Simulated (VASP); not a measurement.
# K3TbTe2 (R-3m) in VASP: notebook

The runs below take K3TbTe2 through single point, relaxation of cell and atoms, with PBE.

Program: VASP 6.6.1. These are calculated values, not measurements. Logs are shortened: lines on timing, memory, paths and dates and some standing lists are left out, and cuts for length are marked.

## 1. The cell of the first run

Symmetry: R-3m, No. 166, trigonal system. Conventional cell: a = 6.154 Å, b = 6.154 Å, c = 19.322 Å, α = 90.00°, β = 90.00°, γ = 120.00°. Within 4.1 Å of K (site symmetry 2/m) lie 4 K at 3.08 Å and 2 Tb at 3.68 Å and 4 Te at 3.82 Å. Within 4.8 Å of Tb (site symmetry -3m) lie 6 K at 3.68 Å and 6 Te at 3.68 Å. Te (site symmetry 3m) has 3 Tb at 3.68 Å and 9 K at 3.82 to 4.54 Å and 4 Te at 4.04 to 4.52 Å within 4.8 Å.

The cell was built from a structure type or drawn by symmetry, and may not be a known phase.

## 2. Single point, PBE

The input, INCAR:

```
SYSTEM = K3TbTe2
PREC     = Accurate       ! precision mode
ENCUT    = 500            ! plane-wave cutoff, eV
EDIFF    = 1E-6           ! SCF threshold, eV
ISMEAR   = 0              ! smearing method
SIGMA    = 0.1            ! smearing width, eV
LREAL    = .False.        ! projectors in reciprocal space
LASPH    = .True.         ! aspherical terms in the spheres
NELM     = 200            ! most SCF steps
ALGO     = Normal         ! electronic algorithm
ISIF     = 2              ! what is computed and relaxed
LWAVE    = .False.        ! write WAVECAR
LCHARG   = .True.         ! write CHGCAR
GGA      = PE             ! functional
LELF     = .True.         ! ELF
LVHAR    = .True.       
NBANDS   = 33             ! bands
GGA_COMPAT= .False.      
LMAXMIX  = 6              ! l up to which the mixer works
```

The input, KPOINTS:

```
regular mesh
0
Gamma
  6 6 6
  0 0 0
```

The input, POSCAR:

```
K3TbTe2
1.0
    3.0769351843      1.7764693569      6.4407047723
   -3.0769351843      1.7764693569      6.4407047723
    0.0000000000     -3.5529387138      6.4407047723
K Tb Te
3 1 2
Direct
    0.0000000000      0.5000000000      0.5000000000
    0.5000000000      0.0000000000      0.5000000000
    0.5000000000      0.5000000000      0.0000000000
    0.5000000000      0.5000000000      0.5000000000
    0.8829746761      0.8829746761      0.8829746761
    0.1170253239      0.1170253239      0.1170253239
```

Potentials or basis: VASP PAW PBE potentials, release 64 (K_sv, Tb_3, Te), 4f in core.

Launch:

```bash
$ cat potpaw_PBE.64/K_sv/POTCAR potpaw_PBE.64/Tb_3/POTCAR potpaw_PBE.64/Te/POTCAR > POTCAR
$ mpirun -np 1 vasp_std > vasp.out
```

OUTCAR:

```text
SYSTEM = K3TbTe2
   PREC = Accurate
   ENCUT = 500
   EDIFF = 1E-6
   ISMEAR = 0
   LREAL = .False.
   LASPH = .True.
   NELM = 200
   ISIF = 2
   GGA = PE

 ion  position               nearest neighbor table
   1  0.000  0.500  0.500-   3 3.08   3 3.08   2 3.08   2 3.08   4 3.68   4 3.68
   2  0.500  0.000  0.500-   3 3.08   3 3.08   1 3.08   1 3.08   4 3.68   4 3.68
   3  0.500  0.500  0.000-   1 3.08   2 3.08   2 3.08   1 3.08   4 3.68   4 3.68
   4  0.500  0.500  0.500-   3 3.68   3 3.68   1 3.68   2 3.68   2 3.68   1 3.68   6 3.68   5 3.68
                             6 3.68   5 3.68   6 3.68   5 3.68
   5  0.883  0.883  0.883-   4 3.68   4 3.68   4 3.68
   6  0.117  0.117  0.117-   4 3.68   4 3.68   4 3.68

  LATTYP: Found a trigonal (rhomboedric) cell.
 ALAT       =     7.3556815774
 COS(alpha) =     0.6500380319

  Lattice vectors:

 A1 = (   3.0769351843,   1.7764693569,   6.4407047723)
 A2 = (  -3.0769351843,   1.7764693569,   6.4407047723)
 A3 = (   0.0000000000,  -3.5529387138,   6.4407047723)

Analysis of symmetry for initial positions (statically):
=====================================================================
 Subroutine PRICEL returns:
 Original cell was already a primitive cell.

 Routine SETGRP: Setting up the symmetry group for a
 trigonal (rhombohedral) supercell.

 Subroutine GETGRP returns: Found 12 space group operations
 (whereof 12 operations were pure point group operations)
 out of a pool of 12 trial point group operations.

The static configuration has the point symmetry D_3d.

Analysis of symmetry for dynamics (positions and initial velocities):
=====================================================================
 Subroutine PRICEL returns:
 Original cell was already a primitive cell.

 Routine SETGRP: Setting up the symmetry group for a
 trigonal (rhombohedral) supercell.

 Subroutine GETGRP returns: Found 12 space group operations
 (whereof 12 operations were pure point group operations)
 out of a pool of 12 trial point group operations.

The dynamic configuration has the point symmetry D_3d.

 Subroutine INISYM returns: Found 12 space group operations
 (whereof 12 operations are pure point group operations),
 and found     1 'primitive' translations

----------------------------------------------------------------------------------------

[... 102 lines left out ...]
   EDIFFG = 0.1E-04   stopping-criterion for IOM
   NSW    =      0    number of steps for IOM
   IBRION =     -1    ionic relax: 0-MD 1-quasi-New 2-CG
   NFREE  =      0    steps in history (QN), initial steepest desc. (CG)
   ISIF   =      2    stress and relaxation
   ISYM   =      2    0-nonsym 1-usesym 2-fastsym
   POTIM  = 0.5000    time-step for ionic-motion
   TEBEG  =    0.0;   TEEND  =   0.0 temperature during run
   PSTRESS=    0.0 pullay stress
   NELECT =      48.0000    total number of electrons
   NUPDOWN=      -1.0000    fix difference up-down
   EMIN   =  10.00;   EMAX   =-10.00  energy-range for DOS
   EFERMI =   0.00;   METHOD = LEGACY
   ISMEAR =     0;   SIGMA  =   0.10  broadening in eV -4-tet -1-fermi 0-gaus
   EFERMI_NEDOS =   21; number of points for ismear=-14 and -15
   IALGO  =     38    algorithm
   IMIX   =      4    mixing-type and parameters
     AMIX     =   0.40;   BMIX     =  1.00
     AMIX_MAG =   1.60;   BMIX_MAG =  1.00
  volume/ion in A,a.u.               =      35.21       237.58
  Fermi-wavevector in a.u.,A,eV,Ry     =   0.999007  1.887849 13.578806  0.998014
  Thomas-Fermi vector in A             =   2.131268
   LORBIT       =      0    0 simple, 1 ext, 2 COOP (PROOUT), +10 PAW based schemes
   GGA     = PE    functional components
   LHFCALC =     F    Hartree Fock is set to
   AEXX    =    0.0000 exact exchange contribution
   IVDW    =     0    specifies the selected vdW correction
   LEPSILON=     F    determine dielectric tensor
   LRPA    =     F    only Hartree local field effects (RPA)
 non-spin polarized calculation
 Gauss-broadening in eV      SIGMA  =   0.10
  energy-cutoff  :      500.00
  volume of cell :      211.23
 maximum number of plane-waves:      5393
 NGX is ok and might be reduce to    54
   NGX = 27   NGY = 27   NGZ = 27

 number of electron      48.0000001 magnetization

 Free energy of the ion-electron system (eV)
  ---------------------------------------------------
  ext. energy  EPLUGINS =         0.00000000
  ---------------------------------------------------
  free energy    TOTEN  =       -14.98791211 eV

  energy without entropy =      -14.98510517  energy(sigma->0) =      -14.98650864

 E-fermi :   3.6835     XC(G=0):  -8.3861

 val. band max:        3.6411132876   @ k =  -0.3333   0.5000   0.3333
 cond. band min:       3.7631733909   @ k =   0.0000   0.0000   0.0000
 fundamental gap:      0.1220601033
 Fermi energy:         3.6834909968

 k-point     1 :       0.0000    0.0000    0.0000
  band No.  band energies     occupation
      1     -29.1310      2.00000
      2     -28.8527      2.00000
      3     -28.8527      2.00000
      4     -20.7300      2.00000
      5     -20.7300      2.00000
      6     -20.4379      2.00000
[... 853 lines left out ...]
     32       6.4346      0.00000
     33       6.6009      0.00000

 [... further k-points ...]

------------------------ aborting loop because EDIFF is reached ----------------------------------------

  FORCE on cell =-STRESS in cart. coord.  units (eV):
  Direction    XX          YY          ZZ          XY          YZ          ZX
  --------------------------------------------------------------------------------------
  -------------------------------------------------------------------------------------
  Total        0.0128426      0.0128426      0.0573965      0.0000000      0.0000000     -0.0000000
  in kB        0.0974101      0.0974101      0.4353468      0.0000000      0.0000000     -0.0000000
  external PRESSURE =       0.2100557 kB  Pullay stress =       0.0000000 kB

 VOLUME and BASIS-vectors are now :
 -----------------------------------------------------------------------------
  energy-cutoff  :      500.00
  volume of cell :      211.23
      direct lattice vectors                 reciprocal lattice vectors
     3.076935184  1.776469357  6.440704772     0.162499361  0.093819050  0.051754171
    -3.076935184  1.776469357  6.440704772    -0.162499361  0.093819050  0.051754171
     0.000000000 -3.552938714  6.440704772     0.000000000 -0.187638099  0.051754171

 POSITION                                       TOTAL-FORCE (eV/Angst)
 -----------------------------------------------------------------------------------
     -1.53847     -0.88823      6.44070        -0.000000     -0.000000     -0.000000
      1.53847     -0.88823      6.44070         0.000000      0.000000      0.000000
      0.00000      1.77647      6.44070        -0.000000      0.000000      0.000000
      0.00000      0.00000      9.66106        -0.000000      0.000000      0.000000
      0.00000      0.00000     17.06094        -0.000000     -0.000000     -0.004813
      0.00000      0.00000      2.26118        -0.000000     -0.000000      0.004813
 -----------------------------------------------------------------------------------
    total drift:                               -0.000000     -0.000000      0.000000

  FREE ENERGIE OF THE ION-ELECTRON SYSTEM (eV)
  ---------------------------------------------------
  free  energy   TOTEN  =       -14.9879121133 eV

  energy  without entropy=      -14.9851051730  energy(sigma->0) =      -14.98650864
```

Run time: 4 min. Hardware: 1 thread of Intel Xeon Platinum 8488C (Sapphire Rapids), shared host; peak memory 0.48 GiB.

What came out:

```yaml
Free_energy: -14.9879 eV
Pressure: 0.0 GPa
Largest_force: 0.005 eV/Å
Band_gap_on_the_k_mesh: zero (bands 24 and 25 overlap by 0.09 eV)
```

Forces in eV/Å, atoms in the order of the input:
```
K    0.000  0.000  0.000
K    0.000  0.000  0.000
K    0.000  0.000  0.000
Tb   0.000  0.000  0.000
Te   0.000  0.000 -0.005
Te   0.000  0.000  0.005
```

Caveat: spin-orbit coupling is left out, which moves the levels of the heavy elements; the 4f electrons are frozen in the core, so they carry no moment and show no levels. Spin polarisation is off, so any magnetic state and its effect on volume and gap are missing.

## 3. Relaxation of cell and atoms, PBE

This run uses another cell than the first one, of 34.91 Å³/atom.

The input, INCAR:

```
  PREC = Accurate
  ENCUT = 500
  EDIFF = 1E-7
  ISMEAR = 0
  SIGMA = 0.01
  LREAL = False
  LASPH = True
  NELM = 200
  ALGO = Normal
  ISIF = 3
  LWAVE = False
  LCHARG = False
  GGA = PE
  IBRION = 2
  NSW = 100
  EDIFFG = -0.01
  GGA_COMPAT = False
  NELMIN = 4
  LMAXMIX = 6
```

The input, KPOINTS:

```
regular mesh
0
Gamma
  6 6 6
```

The input, POSCAR:

```
K3TbTe2
1.0
    3.0858237380      1.7816011658      6.3502842110
   -3.0858237380      1.7816011658      6.3502842110
    0.0000000000     -3.5632023316      6.3502842110
K Tb Te
3 1 2
Direct
    0.0000000000      0.5000000000      0.5000000000
    0.5000000000      0.0000000000      0.5000000000
    0.5000000000      0.5000000000      0.0000000000
    0.5000000000      0.5000000000      0.5000000000
    0.8808182321      0.8808182321      0.8808182321
    0.1191817679      0.1191817679      0.1191817679
```

Potentials or basis: VASP PAW PBE potentials, release 64 (K_sv, Tb_3, Te), 4f in core.

Launch:

```bash
$ cat potpaw_PBE.64/K_sv/POTCAR potpaw_PBE.64/Tb_3/POTCAR potpaw_PBE.64/Te/POTCAR > POTCAR
$ mpirun -np 1 vasp_std > vasp.out
```

It took 27 min on 1 thread of Intel Xeon Platinum 8488C (Sapphire Rapids), shared host; peak memory 0.56 GiB.

It converged, with:

* Free energy: -14.9865 eV
* Relaxed volume: 35.26 Å³/atom
* Relaxed cell: a = 7.363 Å, b = 7.363 Å, c = 7.363 Å, α = 49.41°, β = 49.41°, γ = 49.41°
* Space group after relaxing (to 0.1 Å): R-3m (No. 166)
* Energy gained by relaxing: 0.5 meV/atom
* Ionic steps: 10
* Pressure after relaxing: 0.0 GPa
* Largest force after relaxing: 0.007 eV/Å
* Band gap on the k mesh: zero (bands 24 and 25 overlap by 0.09 eV)

Forces on the atoms (eV/Å):
```
K    0.000  0.000  0.000
K    0.000  0.000  0.000
K    0.000  0.000  0.000
Tb   0.000  0.000  0.000
Te   0.000  0.000 -0.007
Te   0.000  0.000  0.007
```

The path:
```tsv
step	energy change (eV)	largest force (eV/Å)	pressure (GPa)	volume (Å³)
1	0.0000	0.0140	0.17	209.47
2	-0.0012	0.0202	0.07	210.62
3	-0.0016	0.0271	-0.04	211.85
4	-0.0016	0.0266	-0.03	211.76
5	-0.0019	0.0289	-0.02	211.67
6	-0.0022	0.0352	0.00	211.39
7	-0.0023	0.0381	0.02	211.28
8	-0.0025	0.0338	0.01	211.30
9	-0.0030	0.0206	0.01	211.38
10	-0.0033	0.0069	0.00	211.54
```

Final structure:
```xyz
6
Lattice="3.0773 1.7767 6.4484 -3.0773 1.7767 6.4484 0.0000 -3.5534 6.4484" Properties=species:S:1:pos:R:3 pbc="T T T"
K    -1.5387   -0.8883    6.4484
K     1.5387   -0.8883    6.4484
K     0.0000    1.7767    6.4484
Tb    0.0000    0.0000    9.6726
Te    0.0000    0.0000   17.0842
Te    0.0000    0.0000    2.2610
```

Levels at points of the mesh, in eV from the Fermi level:
```csv
k point,band 20,band 21,band 22,band 23,band 24,band 25,band 26,band 27,band 28
"(0.00, 0.00, 0.00)",-3.19,-1.89,-1.89,-1.81,-1.77,0.12,0.12,0.63,1.13
"(0.50, 0.00, 0.00)",-3.09,-2.17,-1.89,-1.55,-0.45,0.48,0.63,1.01,1.15
"(0.50, 0.50, 0.00)",-2.97,-2.57,-2.05,-1.39,-0.18,0.59,0.84,0.95,1.18
"(0.50, 0.50, 0.50)",-3.06,-2.12,-1.98,-1.98,-0.25,-0.10,0.71,0.71,1.34
```

Caveat: spin-orbit coupling is left out, which moves the levels of the heavy elements; the 4f electrons are frozen in the core, so they carry no moment and show no levels. Spin polarisation is off, so any magnetic state and its effect on volume and gap are missing.
